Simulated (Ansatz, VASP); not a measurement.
**One calculation of Ta2Si, two programs**

```
CELL_PARAMETERS angstrom
-3.06838 3.06838 2.51990
3.06838 -3.06838 2.51990
3.06838 3.06838 -2.51990
ATOMIC_POSITIONS crystal
Ta 0.66307 0.83693 0.50000
Ta 0.83693 0.33693 0.17387
Ta 0.33693 0.16307 0.50000
Ta 0.16307 0.66307 0.82613
Si 0.25000 0.25000 0.00000
Si 0.75000 0.75000 0.00000
```

Alike in both runs: functional PBEsol; k mesh 10 × 10 × 10; occupations gaussian, width 0.1 eV; no spin polarisation.

Ansatz relaxed the structure, and its values are those at the end. VASP's run is a single point on that final structure, the one shown.

|  | VASP | Ansatz |
| --- | --- | --- |
| version | VASP 6.6.1 | Ansatz 0.2.0 |
| potentials or method | VASP PAW PBE potentials, release 64 (Ta_pv, Si), cutoff 520 eV | scalar-relativistic, plane waves, PAW |
| valence electrons in the cell | 52 | 60 |

VASP gave:

```
gap on the k mesh at the Fermi level (eV) : none
pressure (GPa)                            : 0.3
```

Q: Which values does Ansatz return?

A: gap on the k mesh at the Fermi level (eV): none; pressure (GPa): 0.0.

VASP's potentials were made for PBE, not for PBEsol. A gap of «none» marks a metal or a gap that the smearing closes. The functional is the same, so the differences come from potentials, cutoffs and numerics. VASP's potentials hold 52 valence electrons a cell and Ansatz's 60, so a difference there can come from the potentials and not from the codes.

Spin-orbit coupling is off throughout.
